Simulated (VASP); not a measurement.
Set up this calculation in VASP 6.6.1, as the native input.

| Property | Result |
| --- | --- |
| Task | single point |
| Functional | PBE |
| Potentials or basis | VASP PAW PBE potentials, release 64 (P) |
| Cutoff | 520 eV |
| k mesh | 9 × 9 × 14 |
| Occupations | fermi-dirac, width 0.1 eV |
| Spin | no spin polarisation |
| Dipole correction | no |
| Further INCAR settings | ALGO = Normal; EDIFF = 1e-06; NBANDS = 14 |

The structure of P lies in POSCAR:

```
P
1.0
    4.5716944605      0.0000000000      0.0000000000
   -2.2858472303      3.9592035411      0.0000000000
    0.0000000000      0.0000000000      2.5770790024
P
3
Direct
    0.0000000000      0.0000000000      0.0000000000
    0.3333333333      0.6666666667      0.5000000000
    0.6666666667      0.3333333333      0.5000000000
```

This cell differs from its parent crystal: volume scaled by 1.08.

One way to write it, as run:

INCAR

```
ALGO     = Normal         # electronic algorithm
EDIFF    = 1E-6           # SCF threshold, eV
ENCUT    = 520            # plane-wave cutoff, eV
GGA      = PE             # functional
ISIF     = 2              # what is computed and relaxed
ISMEAR   = -1             # smearing method
LASPH    = T              # aspherical terms in the spheres
LCHARG   = T              # write CHGCAR
LELF     = T              # ELF
LREAL    = F              # projectors in reciprocal space
LVHAR    = T            
LWAVE    = F              # write WAVECAR
NBANDS   = 14             # bands
NELM     = 60             # most SCF steps
PREC     = Accurate       # precision mode
SIGMA    = 0.1            # smearing width, eV
```

KPOINTS

```
k-points
0
Gamma
  9 9 14
```

Potentials or basis: VASP PAW PBE potentials, release 64 (P).

The run is started by

```sh
$ cat potpaw_PBE.64/P/POTCAR > POTCAR
$ mpirun -np 1 vasp_std > vasp.out
```

It gave:

```
Pressure : -6.5 GPa
```

Run time: 25 s on 1 thread of AMD EPYC 9R45 96-Core Processor (Zen 5), on a shared host, peak memory 0.15 GiB.
